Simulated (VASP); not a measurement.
Runs of VASP 6.6.1 on Ti4C. The structure is that of space group Pm-3m (No. 221), or close to it. The cells are those of the table. The cell was built from a structure type or drawn by symmetry, and may not be a known phase.

```csv
task,spin,cell,k mesh,cutoff (eV),gap on the mesh (eV),pressure (GPa),relaxed volume (Å³/atom)
single point,off,"a = 4.227 Å, 5 atoms",4 × 4 × 4,520,none,-0.1,-
relaxation of cell and atoms,off,"relaxed from a = 4.141 Å, 5 atoms",4 × 4 × 4,600,none,-0.1,15.10
relaxation of cell and atoms,off,"relaxed from a = 4.227 Å, 5 atoms",10 × 10 × 10,600,none,0.0,(a)
single point,off,"a = 4.229 Å, 5 atoms",10 × 10 × 10,520,none,-0.1,-
single point,collinear,"a = 4.227 Å, 5 atoms",4 × 4 × 4,520,none,-0.1,-
```

Alike in all rows: level PBE; potentials or basis VASP PAW PBE potentials, release 64 (Ti_sv, C); smearing gaussian 0.1 eV.

**Question.** Fill in the values left out.

**Answer.** (a) 15.11.

Caveats: some runs use coarse meshes.

A gap of «none» marks levels without a gap at the run's occupations.
